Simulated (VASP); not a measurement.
# Se (Im-3m) in VASP: notebook

Se is run at these levels: PBE; tasks: single point.

All numbers are computed with VASP 6.6.1; they aren't measurements. Logs are shortened: lines on timing, memory, paths and dates and some standing lists are left out, and cuts for length are marked.

**1. The cell of the first run**

It takes space group Im-3m (No. 229, cubic). Conventional cell: a = 3.345 Å, b = 3.345 Å, c = 3.345 Å, α = 90.00°, β = 90.00°, γ = 90.00°. Within 3.8 Å of Se (site symmetry m-3m) lie 14 Se at 2.90 to 3.34 Å.

This isn't the form of Se at room conditions, which is trigonal, of chains.

**2. Single point, PBE (18.71 Å³/atom)**

Contents of INCAR:

```
SYSTEM = Se
PREC = Accurate
ENCUT = 520
EDIFF = 1E-6
ISMEAR = 0
SIGMA = 0.05
LREAL = .FALSE.
LASPH = .TRUE.
NELM = 60
ALGO = Normal
ISIF = 2
LWAVE = .FALSE.
LCHARG = .FALSE.
GGA = PE
NBANDS = 9
```

Contents of KPOINTS:

```
Automatic mesh
0
G
  18 18 18
  0 0 0
```

Contents of POSCAR:

```
Se
1.0
   -1.6723696395      1.6723696395      1.6723696395
    1.6723696395     -1.6723696395      1.6723696395
    1.6723696395      1.6723696395     -1.6723696395
Se
1
Direct
    0.0000000000      0.0000000000      0.0000000000
```

Potentials or basis: VASP PAW PBE potentials, release 64 (Se).

Launch:

```console
> cat potpaw_PBE.64/Se/POTCAR > POTCAR
> mpirun -np 1 vasp_std > vasp.out
```

OUTCAR:

```text
SYSTEM = Se
   PREC = Accurate
   ENCUT = 520
   EDIFF = 1E-6
   ISMEAR = 0
   LREAL = .FALSE.
   LASPH = .TRUE.
   NELM = 60
   ISIF = 2
   GGA = PE

 ion  position               nearest neighbor table
   1  0.000  0.000  0.000-

  LATTYP: Found a body centered cubic cell.
 ALAT       =     3.3447392790

  Lattice vectors:

 A1 = (  -1.6723696395,   1.6723696395,   1.6723696395)
 A2 = (   1.6723696395,  -1.6723696395,   1.6723696395)
 A3 = (   1.6723696395,   1.6723696395,  -1.6723696395)

Analysis of symmetry for initial positions (statically):
=====================================================================
 Subroutine PRICEL returns:
 Original cell was already a primitive cell.

 Routine SETGRP: Setting up the symmetry group for a
 body centered cubic supercell.

 Subroutine GETGRP returns: Found 48 space group operations
 (whereof 48 operations were pure point group operations)
 out of a pool of 48 trial point group operations.

The static configuration has the point symmetry O_h .

Analysis of symmetry for dynamics (positions and initial velocities):
=====================================================================
 Subroutine PRICEL returns:
 Original cell was already a primitive cell.

 Routine SETGRP: Setting up the symmetry group for a
 body centered cubic supercell.

 Subroutine GETGRP returns: Found 48 space group operations
 (whereof 48 operations were pure point group operations)
 out of a pool of 48 trial point group operations.

The dynamic configuration has the point symmetry O_h .

 Subroutine INISYM returns: Found 48 space group operations
 (whereof 48 operations are pure point group operations),
 and found     1 'primitive' translations

----------------------------------------------------------------------------------------

                                     Primitive cell

  volume of cell :      18.7093

  direct lattice vectors                    reciprocal lattice vectors
    -1.672369640  1.672369640  1.672369640     0.000000000  0.298976965  0.298976965
     1.672369640 -1.672369640  1.672369640     0.298976965  0.000000000  0.298976965
     1.672369640  1.672369640 -1.672369640     0.298976965  0.298976965  0.000000000

  length of vectors
     2.896629185  2.896629185  2.896629185     0.422817279  0.422817279  0.422817279

  position of ions in fractional coordinates (direct lattice)
     0.000000000  0.000000000  0.000000000

  ion indices of the primitive-cell ions
   primitive index   ion index
                 1           1

----------------------------------------------------------------------------------------

 KPOINTS: Automatic mesh

Automatic generation of k-mesh.
 Grid dimensions read from file:
 generate k-points for:   18   18   18

 Generating k-lattice:

  Cartesian coordinates                     Fractional coordinates (reciprocal lattice)
     0.000000000  0.016609831  0.016609831     0.055555556  0.000000000  0.000000000
     0.016609831  0.000000000  0.016609831     0.000000000  0.055555556  0.000000000
     0.016609831  0.016609831  0.000000000     0.000000000  0.000000000  0.055555556

  Length of vectors
     0.023489849  0.023489849  0.023489849

  Shift w.r.t. Gamma in fractional coordinates (k-lattice)
     0.000000000  0.000000000  0.000000000

 Subroutine IBZKPT returns following result:
 ===========================================

 Found    195 irreducible k-points:

 Following reciprocal coordinates:
            Coordinates               Weight
  0.000000  0.000000  0.000000      1.000000
  0.055556  0.000000  0.000000     12.000000
  0.111111  0.000000  0.000000     12.000000
  0.166667  0.000000  0.000000     12.000000
  0.222222  0.000000  0.000000     12.000000
  0.277778  0.000000  0.000000     12.000000
[... 16 lines left out ...]
  0.333333  0.111111 -0.000000     48.000000
  0.388889  0.111111  0.000000     48.000000
 [... further k-points ...]
   k-points           NKPTS =    195   k-points in BZ     NKDIM =    195   number of bands    NBANDS=      9
   number of dos      NEDOS =    301   number of ions     NIONS =      1
   total plane-waves  NPLWV =  13824
   dimension x,y,z NGX =    24 NGY =   24 NGZ =   24
   dimension x,y,z NGXF=    48 NGYF=   48 NGZF=   48
   ions per type =               1
   NGX,Y,Z   is equivalent  to a cutoff of  13.77, 13.77, 13.77 a.u.
   NGXF,Y,Z  is equivalent  to a cutoff of  27.55, 27.55, 27.55 a.u.
 SYSTEM =  Se
   PREC   = accura    normal or accurate (medium, high low for compatibility)
   ISTART =      0    job   : 0-new  1-cont  2-samecut
   ICHARG =      2    charge: 1-file 2-atom 10-const
   ISPIN  =      1    spin polarized calculation?
   LNONCOLLINEAR =      F non collinear calculations
   LSORBIT =      F    spin-orbit coupling
   LASPH  =      T    aspherical Exc in radial PAW
   ENCUT  =  520.0 eV  38.22 Ry    6.18 a.u.   5.39  5.39  5.39*2*pi/ulx,y,z
   NELM   =     60;   NELMIN=  2; NELMDL= -5     # of ELM steps
   EDIFF  = 0.1E-05   stopping-criterion for ELM
   LREAL  =      F    real-space projection
   EDIFFG = 0.1E-04   stopping-criterion for IOM
   NSW    =      0    number of steps for IOM
   IBRION =     -1    ionic relax: 0-MD 1-quasi-New 2-CG
   NFREE  =      0    steps in history (QN), initial steepest desc. (CG)
   ISIF   =      2    stress and relaxation
   ISYM   =      2    0-nonsym 1-usesym 2-fastsym
   POTIM  = 0.5000    time-step for ionic-motion
   TEBEG  =    0.0;   TEEND  =   0.0 temperature during run
   PSTRESS=    0.0 pullay stress
   NELECT =       6.0000    total number of electrons
   NUPDOWN=      -1.0000    fix difference up-down
   EMIN   =  10.00;   EMAX   =-10.00  energy-range for DOS
   EFERMI =   0.00;   METHOD = LEGACY
   ISMEAR =     0;   SIGMA  =   0.05  broadening in eV -4-tet -1-fermi 0-gaus
   EFERMI_NEDOS =   21; number of points for ismear=-14 and -15
   IALGO  =     38    algorithm
   IMIX   =      4    mixing-type and parameters
     AMIX     =   0.40;   BMIX     =  1.00
     AMIX_MAG =   1.60;   BMIX_MAG =  1.00
  volume/ion in A,a.u.               =      18.71       126.26
  Fermi-wavevector in a.u.,A,eV,Ry     =   1.120572  2.117573 17.084576  1.255681
  Thomas-Fermi vector in A             =   2.257219
   LORBIT       =      0    0 simple, 1 ext, 2 COOP (PROOUT), +10 PAW based schemes
   GGA     = PE    functional components
   LHFCALC =     F    Hartree Fock is set to
   AEXX    =    0.0000 exact exchange contribution
   IVDW    =     0    specifies the selected vdW correction
   LEPSILON=     F    determine dielectric tensor
   LRPA    =     F    only Hartree local field effects (RPA)
 non-spin polarized calculation
 Gauss-broadening in eV      SIGMA  =   0.05
  energy-cutoff  :      520.00
  volume of cell :       18.71
 maximum number of plane-waves:       531
 NGX is ok and might be reduce to    24
   NGX = 11   NGY = 11   NGZ = 11

 number of electron       6.0000000 magnetization

 Free energy of the ion-electron system (eV)
  ---------------------------------------------------
  ext. energy  EPLUGINS =         0.00000000
  ---------------------------------------------------
  free energy    TOTEN  =        -2.88658251 eV

  energy without entropy =       -2.88602081  energy(sigma->0) =       -2.88630166

 E-fermi :   6.6072     XC(G=0): -10.9813

 val. band max:        6.6064862461   @ k =   0.1667   0.1667   0.0000
 cond. band min:       6.6362386201   @ k =   0.2778   0.0556   0.0556
 fundamental gap:      0.0297523740
 Fermi energy:         6.6071813648

 k-point     1 :       0.0000    0.0000    0.0000
  band No.  band energies     occupation
      1     -10.3347      2.00000
      2       9.9728      0.00000
      3       9.9728      0.00000
      4       9.9728      0.00000
      5      18.8664      0.00000
      6      19.1513      0.00000
      7      19.1513      0.00000
      8      19.1513      0.00000
      9      22.3006      0.00000

 k-point     2 :       0.0556    0.0000    0.0000
  band No.  band energies     occupation
      1     -10.2631      2.00000
      2       9.5099      0.00000
      3       9.8096      0.00000
      4       9.9431      0.00000
      5      18.8307      0.00000
      6      18.8346      0.00000
      7      19.3781      0.00000
      8      19.4632      0.00000
      9      21.5017      0.00000

 k-point     3 :       0.1111    0.0000    0.0000
  band No.  band energies     occupation
      1     -10.0496      2.00000
      2       8.3376      0.00000
      3       9.3832      0.00000
      4       9.8568      0.00000
      5      18.0163      0.00000
      6      18.1282      0.00000
      7      20.3352      0.00000
      8      20.3682      0.00000
      9      21.2009      0.00000

 k-point     4 :       0.1667    0.0000    0.0000
  band No.  band energies     occupation
      1      -9.6979      2.00000
      2       6.8068      0.00000
      3       8.8218      0.00000
      4       9.7223      0.00000
      5      16.9234      0.00000
      6      17.3374      0.00000
      7      20.9446      0.00000
      8      21.3465      0.00000
      9      21.6379      0.00000

 k-point     5 :       0.2222    0.0000    0.0000
  band No.  band energies     occupation
      1      -9.2161      2.00000
      2       5.1482      2.00000
      3       8.2360      0.00000
      4       9.5549      0.00000
      5      15.9027      0.00000
      6      16.5993      0.00000
      7      21.3780      0.00000
      8      21.4133      0.00000
      9      23.2585      0.00000

 k-point     6 :       0.2778    0.0000    0.0000
  band No.  band energies     occupation
      1      -8.6190      2.00000
      2       3.4965      2.00000
      3       7.6974      0.00000
      4       9.3753      0.00000
      5      15.0535      0.00000
      6      15.9671      0.00000
      7      21.6656      0.00000
      8      22.0319      0.00000
      9      25.1221      0.00000
[... 169 lines left out ...]
 k-point    21 :       0.2222    0.1111    0.0000
  band No.  band energies     occupation
      1      -8.4237      2.00000
      2       3.4473      2.00000
      3       6.8758      0.00000
      4       8.7867      0.00000
      5      15.6906      0.00000
      6      16.8536      0.00000
      7      20.4073      0.00000
      8      22.9852      0.00000
      9      24.3388      0.00000

 k-point    22 :       0.2778    0.1111    0.0000
  band No.  band energies     occupation
      1      -7.7527      2.00000
      2       2.0253      2.00000
      3       6.2961      2.00000
      4       8.5652      0.00000
      5      15.1448      0.00000
      6      16.6209      0.00000
      7      20.7613      0.00000
      8      24.6118      0.00000
      9      25.1246      0.00000

 k-point    23 :       0.3333    0.1111   -0.0000
  band No.  band energies     occupation
      1      -7.0632      2.00000
      2       0.7601      2.00000
      3       5.8815      2.00000
      4       8.3894      0.00000
      5      14.7434      0.00000
      6      16.4414      0.00000
      7      21.3676      0.00000
      8      25.3049      0.00000
      9      26.0328      0.00000

 k-point    24 :       0.3889    0.1111    0.0000
  band No.  band energies     occupation
      1      -6.4875      2.00000
      2      -0.1750      2.00000
      3       5.6330      2.00000
      4       8.2765      0.00000
      5      14.4996      0.00000
      6      16.3256      0.00000
      7      22.1787      0.00000
      8      24.5169      0.00000
      9      26.9559      0.00000

 [... further k-points ...]
[... 5 lines left out ...]
  --------------------------------------------------------------------------------------
  -------------------------------------------------------------------------------------
  Total        0.8539081      0.8539081      0.8539081      0.0000000      0.0000000      0.0000000
  in kB       73.1248335     73.1248335     73.1248335      0.0000000      0.0000000      0.0000000
  external PRESSURE =      73.1248335 kB  Pullay stress =       0.0000000 kB

 VOLUME and BASIS-vectors are now :
 -----------------------------------------------------------------------------
  energy-cutoff  :      520.00
  volume of cell :       18.71
      direct lattice vectors                 reciprocal lattice vectors
    -1.672369640  1.672369640  1.672369640     0.000000000  0.298976965  0.298976965
     1.672369640 -1.672369640  1.672369640     0.298976965  0.000000000  0.298976965
     1.672369640  1.672369640 -1.672369640     0.298976965  0.298976965  0.000000000

 POSITION                                       TOTAL-FORCE (eV/Angst)
 -----------------------------------------------------------------------------------
      0.00000      0.00000      0.00000         0.000000      0.000000     -0.000000
 -----------------------------------------------------------------------------------
    total drift:                                0.000000      0.000000      0.000000

  FREE ENERGIE OF THE ION-ELECTRON SYSTEM (eV)
  ---------------------------------------------------
  free  energy   TOTEN  =        -2.8865825083 eV

  energy  without entropy=       -2.8860208089  energy(sigma->0) =       -2.88630166
```

Wall time 11 s (1 thread of Intel Xeon Platinum 8488C (Sapphire Rapids), shared host); peak memory 0.16 GiB.

Results:

```yaml
Free_energy: -2.8866 eV
Pressure: 7.3 GPa
Band_gap_on_the_k_mesh: zero (bands 3 and 4 overlap by 6.96 eV)
```

Caveat: the cell stands under pressure.

**3. Single point, PBE (14.64 Å³/atom)**

This run uses another cell than the first one, of 14.64 Å³/atom.

INCAR is that of step 2.

Contents of KPOINTS:

```
regular mesh
0
G
  20 20 20
  0 0 0
```

Contents of POSCAR:

```
Se
1.0
   -1.5411579978      1.5411579978      1.5411579978
    1.5411579978     -1.5411579978      1.5411579978
    1.5411579978      1.5411579978     -1.5411579978
Se
1
Direct
    0.0000000000      0.0000000000      0.0000000000
```

Potentials or basis: VASP PAW PBE potentials, release 64 (Se).

Launch:

```console
> cat potpaw_PBE.64/Se/POTCAR > POTCAR
> mpirun -np 1 vasp_std > vasp.out
```

Wall time 13 s (1 thread of Intel Xeon Platinum 8488C (Sapphire Rapids), shared host); peak memory 0.15 GiB.

It converged, with:

| Property | Result |
| --- | --- |
| Free energy | -2.2472 eV |
| Pressure | 50.6 GPa |
| Band gap on the k mesh | zero (bands 3 and 4 overlap by 10.94 eV) |

Levels at points of the mesh, in eV from the Fermi level:
```csv
k point,band 1,band 2,band 3,band 4,band 5,band 6,band 7,band 8
"(0.00, 0.00, 0.00)",-19.79,4.99,4.99,4.99,13.15,13.15,13.15,16.55
"(0.50, 0.00, 0.00)",-13.98,-9.83,0.20,3.13,7.30,7.80,19.49,20.94
"(0.50, 0.50, 0.50)",-9.36,-4.78,-4.78,-4.78,2.24,2.24,26.38,26.38
```

Caveat: the cell stands under pressure.

The gap in the log of VASP goes by the Fermi energy; the results here count the filled bands.